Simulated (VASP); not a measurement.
The system is MgCd3Te4.

```
Mg Cd Te
1.0
     4.31514    0.00000    0.00000
     0.00000    4.31514    0.00000
     0.00000    0.00000   12.20505
Mg Cd Te
1 3 4
Direct
  0.00000 0.00000 0.50000
  0.00000 0.00000 0.00000
  0.50000 0.50000 0.25000
  0.50000 0.50000 0.75000
  0.50000 0.00000 0.37500
  0.00000 0.50000 0.62500
  0.50000 0.00000 0.87500
  0.00000 0.50000 0.12500
```

| Quantity | Value |
| --- | --- |
| Program | VASP 6.6.1 |
| Task | relaxation of cell and atoms |
| Functional | PBE |
| Potentials or basis | VASP PAW PBE potentials, release 64 (Mg, Cd, Te) |
| Cutoff | 600 eV |
| k mesh | 4 × 4 × 2 |
| Occupations | gaussian, width 0.1 eV |
| Spin | no spin polarisation |

At the start: pressure 14.2 GPa; volume 28.41 Å³/atom.

Question: How do energy, volume and symmetry change on relaxing?

Answer: Over 9 steps the energy falls by 270.6 meV/atom and the volume is 35.90 Å³/atom (+26.4 %); space group P-4m2 (No. 115, to 0.05 Å).

The path:
```tsv
step	energy change (eV)	largest force (eV/Å)	pressure (GPa)	volume (Å³)
1	0.0000	0.7123	14.21	227.26
2	-1.8201	0.0716	-2.97	320.60
3	-2.1578	0.1102	0.11	286.62
4	-2.1582	0.1042	-0.04	287.91
5	-2.1598	0.0845	-0.04	287.83
6	-2.1631	0.0531	-0.02	287.58
7	-2.1629	0.0921	0.01	287.07
8	-2.1641	0.0544	-0.01	287.33
9	-2.1650	0.0353	0.01	287.17
```

Final structure:
```cif
data_structure
_symmetry_space_group_name_H-M 'P 1'
_symmetry_Int_Tables_number 1
_cell_length_a 4.6892
_cell_length_b 4.6892
_cell_length_c 13.0599
_cell_angle_alpha 90.000
_cell_angle_beta 90.000
_cell_angle_gamma 90.000
_cell_volume 287.17
loop_
_atom_site_label
_atom_site_type_symbol
_atom_site_fract_x
_atom_site_fract_y
_atom_site_fract_z
_atom_site_occupancy
Mg1 Mg 0.00000 0.00000 0.50000 1
Cd1 Cd 0.00000 0.00000 0.00000 1
Cd2 Cd 0.50000 0.50000 0.25194 1
Cd3 Cd 0.50000 0.50000 0.74806 1
Te1 Te 0.50000 0.00000 0.37951 1
Te2 Te 0.00000 0.50000 0.62049 1
Te3 Te 0.50000 0.00000 0.87441 1
Te4 Te 0.00000 0.50000 0.12559 1
```

Caveat: the volume moved by over 15 % at a fixed basis, so the end points are rough.
